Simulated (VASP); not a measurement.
**Mg: single point with RPBE+D4**

Mg:

```
Mg
1.0
     3.23055    0.00000    0.00000
    -1.61528    2.79774    0.00000
     0.00000    0.00000    5.24481
Mg
2
Direct
  0.66667 0.33333 0.75000
  0.33333 0.66667 0.25000
```

```yaml
Program: VASP 6.6.1
Task: single point
Functional: RPBE
Dispersion: D4
Potentials_or_basis: VASP PAW PBE potentials, release 64 (Mg)
Cutoff: 520 eV
k_mesh: 10 × 10 × 5
Occupations: fermi-dirac, width 0.05 eV
Spin: no spin polarisation
Dipole_correction: no
Further_INCAR_settings: ALGO = Fast; EDIFF = 1e-06; NBANDS = 9
```

```
Pressure                   : -2.1 GPa
Band gap on the k mesh     : zero (band 2 reaches 3.22 eV, above the bottom of band 3 at 1.36 eV)
Dispersion energy per atom : -0.311 eV
```

Stress tensor (GPa, compression positive):
```
-2.43  0.00  0.00
 0.00 -2.43  0.00
 0.00  0.00 -1.34
```

Levels at points of the mesh, in eV from the Fermi level:
```csv
k point,band 1,band 2,band 3,band 4,band 5
"(0.00, 0.00, 0.00)",-6.82,-1.68,-1.24,10.74,10.74
"(0.50, 0.00, 0.00)",-2.13,-2.12,2.58,2.95,3.19
```

Wall time 9.6 s on 1 thread of Intel(R) Xeon(R) Platinum 8488C (Sapphire Rapids) (shared host), peak memory 0.15 GiB.

Caveat: the PAW data sets were made with another functional, which shifts forces and pressure a little; pairwise dispersion overbinds metals, which lowers pressure and volume.
